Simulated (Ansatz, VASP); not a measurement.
## AlGa2P3: VASP beside Ansatz

```
Al Ga P
1.0
     3.88312    0.00000    0.00000
    -1.94156    3.36288    0.00000
     0.00000    0.00000   19.17770
Al Ga P
2 4 6
Cartesian
  1.9416 1.1210 15.9750
  0.0000 2.2419 6.3861
  1.9416 1.1210 3.1985
  1.9416 1.1210 9.5903
  0.0000 2.2419 0.0014
  0.0000 2.2419 12.7873
  1.9416 1.1210 5.5923
  1.9416 1.1210 11.9820
  1.9416 1.1210 18.3675
  0.0000 2.2419 2.3931
  0.0000 2.2419 8.7787
  0.0000 2.2419 15.1812
```

Alike in both runs: functional PBE; k mesh 12 × 12 × 2; occupations gaussian, width 0.02 eV; no spin polarisation.

Ansatz relaxed the structure, and its values are those at the end. VASP's run is a single point on that final structure, the one shown.

|  | VASP | Ansatz |
| --- | --- | --- |
| version | VASP 6.6.1 | Ansatz 0.2.0 |
| potentials or method | VASP PAW PBE potentials, release 64 (Al, Ga_d, P), cutoff 500 eV | scalar-relativistic, plane waves, PAW |
| valence electrons in the cell | 88 | 88 |

```tsv
	VASP	Ansatz	Ansatz less VASP
gap on the k mesh at the Fermi level (eV)	1.42	1.42	+0.002
least direct gap on the mesh (eV)	1.54	1.54	+0.002
pressure (GPa)	0.0	0.0	+0.04
rms of the force components (eV/Å)	0.004	0.003	-0.0010
```
